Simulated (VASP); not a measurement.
**AgI: single point with PBEsol**

AgI:

```
Ag I
1.0
     4.55909    0.00000    0.00000
    -2.27955    3.94829    0.00000
     0.00000    0.00000    7.45395
Ag I
2 2
Direct
  0.66667 0.33333 0.62755
  0.33333 0.66667 0.12755
  0.66667 0.33333 0.00245
  0.33333 0.66667 0.50245
```

| Quantity | Value |
| --- | --- |
| Program | VASP 6.6.1 |
| Task | single point |
| Functional | PBEsol |
| Potentials or basis | VASP PAW PBE potentials, release 64 (Ag, I) |
| Cutoff | 500 eV |
| k mesh | 8 × 8 × 4 |
| Occupations | fermi-dirac, width 0.1 eV |
| Spin | no spin polarisation |
| Dipole correction | no |
| Further INCAR settings | ALGO = Normal; EDIFF = 1e-06; NBANDS = 26 |

The pressure is 0.0 GPa. The band gap on the k mesh is 1.23 eV.

Levels at points of the mesh, in eV from the valence-band top:
| k point | band 16 | band 17 | band 18 | band 19 | band 20 | band 21 |
| --- | --- | --- | --- | --- | --- | --- |
| (0.00, 0.00, 0.00) | -0.07 | 0.00 | 0.00 | 1.23 | 2.51 | 5.63 |
| (0.50, 0.00, 0.00) | -1.88 | -1.10 | -0.76 | 3.25 | 3.46 | 4.67 |
| (0.00, 0.00, 0.50) | -0.39 | -0.39 | -0.39 | 2.56 | 2.56 | 5.52 |
| (0.50, 0.00, 0.50) | -1.31 | -1.30 | -1.30 | 3.13 | 3.13 | 4.74 |

Wall time 95 s on 1 thread of Oxide Virtual Turin-like Processor (shared host), peak memory 0.26 GiB.

Caveat: the PAW data sets were made with another functional, which shifts forces and pressure a little; spin-orbit coupling is left out, which moves the levels of the heavy elements.
